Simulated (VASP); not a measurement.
CuI, 2 atoms in the cell. Symmetry: F-43m, No. 216, cubic system. Conventional cell: a = 6.024 Å, b = 6.024 Å, c = 6.024 Å, α = 90.00°, β = 90.00°, γ = 90.00°. Within 3.4 Å of Cu (site symmetry -43m) lie 4 I at 2.61 Å. I (site symmetry -43m) has 4 Cu at 2.61 Å within 3.4 Å. 

```yaml
Program: VASP 6.6.1
Task: single point
Functional: PBE-based screened hybrid with 35 % exact exchange
Potentials_or_basis: VASP PAW PBE potentials, release 64 (Cu, I)
Cutoff: 520 eV
k_mesh: 4 × 4 × 4
Occupations: gaussian, width 0.01 eV
Spin: no spin polarisation
Dipole_correction: no
Grid_for_exact_exchange_PRECFOCK: Normal
Share_of_exact_exchange: 0.35
Further_INCAR_settings: ALGO = Normal; EDIFF = 1e-06; NBANDS = 16
Screening_parameter: 0.2078 1/Å
```

Potentials or basis: VASP PAW PBE potentials, release 64 (Cu, I).

Run with:

```bash
$ cat potpaw_PBE.64/Cu/POTCAR potpaw_PBE.64/I/POTCAR > POTCAR
$ cp INCAR.step1 INCAR
$ mpirun -np 1 vasp_std > vasp.out
$ cp INCAR.step2 INCAR
$ mpirun -np 1 vasp_std > vasp.out
```

Hardware: 1 thread of Intel(R) Xeon(R) Platinum 8259CL CPU @ 2.50GHz (Skylake/Cascade Lake) (shared host).

How long does it take, and how much memory?

Run time: 7.3 min on 1 thread of Intel(R) Xeon(R) Platinum 8259CL CPU @ 2.50GHz (Skylake/Cascade Lake) (shared host), peak memory 0.29 GiB. Counts: k points 8.
